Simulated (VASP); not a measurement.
Write the native input for VASP 6.6.1 that does the following.

* Task: single point
* Functional: PBEsol
* Potentials or basis: VASP PAW PBE potentials, release 64 (Cl)
* Cutoff: 520 eV
* k mesh: 15 × 15 × 15
* Occupations: fermi-dirac, width 0.08 eV
* Spin: no spin polarisation
* Dipole correction: no
* Further INCAR settings: ALGO = Normal; EDIFF = 1e-07; NBANDS = 10

The structure of Cl lies in POSCAR:

```
Cl
1.0
    2.4739883501      0.0000000000      0.0000000000
    0.0000000000      2.4739883501      0.0000000000
    0.0000000000      0.0000000000      2.4739883501
Cl
1
Direct
    0.0000000000      0.0000000000      0.0000000000
```

This cell differs from its parent crystal: volume scaled by 0.7.

One way to write it, as run:

INCAR

```
SYSTEM = Cl
PREC = Accurate
ENCUT = 520
EDIFF = 1E-7
ISMEAR = -1
SIGMA = 0.08
LREAL = .False.
LASPH = .True.
NELM = 60
ALGO = Normal
ISIF = 2
LWAVE = .False.
LCHARG = .False.
GGA = PS
NBANDS = 10
```

KPOINTS

```
regular mesh
0
Gamma
  15 15 15
  0 0 0
```

Potentials or basis: VASP PAW PBE potentials, release 64 (Cl).

Command:

```console
$ cat potpaw_PBE.64/Cl/POTCAR > POTCAR
$ mpirun -np 1 vasp_std > vasp.out
```

Results of the run:

```
Pressure : 38.4 GPa
```

Caveat: the PAW data sets were made with another functional, which shifts forces and pressure a little; an odd number of electrons without spin polarisation forces a metal; a magnetic or distorted state may lie lower.

Run time: 7 s on 1 thread of AMD EPYC 9R45 96-Core Processor (Zen 5), on a shared host, peak memory 0.09 GiB.
